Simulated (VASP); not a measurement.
# GaP (de600): relaxation of cell and atoms with LDA

The system is GaP (de600).

```
CELL_PARAMETERS angstrom
0.00000 2.72581 2.72581
2.72581 0.00000 2.72581
2.72581 2.72581 0.00000
ATOMIC_POSITIONS crystal
Ga 0.00000 0.00000 0.00000
P 0.75000 0.75000 0.75000
```

```
Program                : VASP 6.6.1
Task                   : relaxation of cell and atoms
Functional             : LDA
Potentials or basis    : VASP PAW LDA potentials, release 64 (Ga_d, P)
Cutoff                 : 600 eV
k mesh                 : 8 × 8 × 8
Occupations            : gaussian, width 0.02 eV
Spin                   : no spin polarisation
Dipole correction      : no
Further INCAR settings : ALGO = Normal; EDIFF = 1e-06; IBRION = 2; EDIFFG = -0.002; NSW = 100; ISIF = 3
```

* Relaxed volume: 19.61 Å³/atom
* Relaxed cell: a = 3.814 Å, b = 3.814 Å, c = 3.814 Å, α = 60.00°, β = 60.00°, γ = 60.00°
* Space group after relaxing (to 0.05 Å): F-43m (No. 216)
* Energy gained by relaxing: 5.6 meV/atom
* Ionic steps: 11
* Pressure after relaxing: 0.0 GPa
* Band gap on the k mesh: 1.43 eV, indirect (least direct gap 1.90 eV)

The path:
| step | energy change (eV) | largest force (eV/Å) | pressure (GPa) | volume (Å³) |
| --- | --- | --- | --- | --- |
| 1 | 0.0000 | 0.0000 | -2.73 | 40.51 |
| 2 | -0.0076 | 0.0000 | 1.71 | 38.51 |
| 3 | -0.0112 | 0.0000 | -0.08 | 39.22 |
| 4 | -0.0112 | 0.0000 | 0.10 | 39.19 |
| 5 | -0.0112 | 0.0000 | -0.10 | 39.26 |
| 6 | -0.0112 | 0.0000 | 0.04 | 39.22 |
| 7 | -0.0112 | 0.0000 | -0.06 | 39.23 |
| 8 | -0.0112 | 0.0000 | 0.07 | 39.22 |
| 9 | -0.0112 | 0.0000 | -0.06 | 39.23 |
| 10 | -0.0112 | 0.0000 | -0.03 | 39.22 |
| 11 | -0.0112 | 0.0000 | -0.01 | 39.22 |

Final structure:
```cif
data_structure
_symmetry_space_group_name_H-M 'P 1'
_symmetry_Int_Tables_number 1
_cell_length_a 3.8137
_cell_length_b 3.8137
_cell_length_c 3.8137
_cell_angle_alpha 60.000
_cell_angle_beta 60.000
_cell_angle_gamma 60.000
_cell_volume 39.22
loop_
_atom_site_label
_atom_site_type_symbol
_atom_site_fract_x
_atom_site_fract_y
_atom_site_fract_z
_atom_site_occupancy
Ga1 Ga 0.00000 0.00000 0.00000 1
P1 P 0.75000 0.75000 0.75000 1
```

Levels at points of the mesh, in eV from the valence-band top:
| k point | band 7 | band 8 | band 9 | band 10 | band 11 | band 12 |
| --- | --- | --- | --- | --- | --- | --- |
| (0.00, 0.00, 0.00) | 0.00 | 0.00 | 0.00 | 1.90 | 3.78 | 3.78 |
| (0.50, 0.00, 0.00) | -6.89 | -1.18 | -1.18 | 1.61 | 4.62 | 4.62 |
| (0.50, 0.50, 0.00) | -6.99 | -2.82 | -2.82 | 1.43 | 1.65 | 10.69 |

Wall time 26 s on 1 thread of Intel(R) Xeon(R) 6975P-C (Granite Rapids), on a shared host, peak memory 0.17 GiB.

A k mesh can miss the band edges. Expect the measured gap to be larger: semilocal functionals such as LDA lack the derivative discontinuity.
